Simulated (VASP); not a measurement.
Write the native input for VASP 6.6.1 that does the following.

```
Task                   : single point
Functional             : PBEsol
Potentials or basis    : VASP PAW PBE potentials, release 64 (Ag, Cl)
Cutoff                 : 520 eV
k mesh                 : 10 × 10 × 10
Occupations            : gaussian, width 0.05 eV
Spin                   : no spin polarisation
Dipole correction      : no
Further INCAR settings : ALGO = Normal; EDIFF = 1e-07; NBANDS = 16
```

The structure of AgCl lies in POSCAR:

```
AgCl
1.0
    3.3311591989      0.0000000000     -0.3664275119
    0.0000000000      3.3311591989     -0.2748206339
   -0.3664275119     -0.2748206339      3.3311591989
Ag Cl
1 1
Direct
    0.0000000000      0.0000000000      0.0000000000
    0.5000000000      0.5000000000      0.5000000000
```

This cell differs from its parent crystal: engineering shear strain xz -0.2200, engineering shear strain yz -0.1650.

One way to write it, as run:

INCAR

```
PREC = Accurate
ENCUT = 520
EDIFF = 1E-7
ISMEAR = 0
SIGMA = 0.05
LREAL = False
LASPH = True
NELM = 80
ALGO = Normal
ISIF = 2
LWAVE = False
LCHARG = False
GGA = PS
NBANDS = 16
```

KPOINTS

```
Automatic mesh
0
Gamma
  10 10 10
```

Potentials or basis: VASP PAW PBE potentials, release 64 (Ag, Cl).

Launch:

```bash
$ cat potpaw_PBE.64/Ag/POTCAR potpaw_PBE.64/Cl/POTCAR > POTCAR
$ mpirun -np 1 vasp_std > vasp.out
```

Results of the run:

| Quantity | Value |
| --- | --- |
| Pressure | 4.1 GPa |
| Band gap on the k mesh | 0.15 eV, indirect (least direct gap 2.34 eV) |

Caveat: the cell differs from its parent crystal (engineering shear strain xz -0.2200, engineering shear strain yz -0.1650); the PAW data sets were made with another functional, which shifts forces and pressure a little.

Run time: 100 s on 1 thread of Intel(R) Xeon(R) 6975P-C (Granite Rapids), with other jobs on the host, peak memory 0.39 GiB.
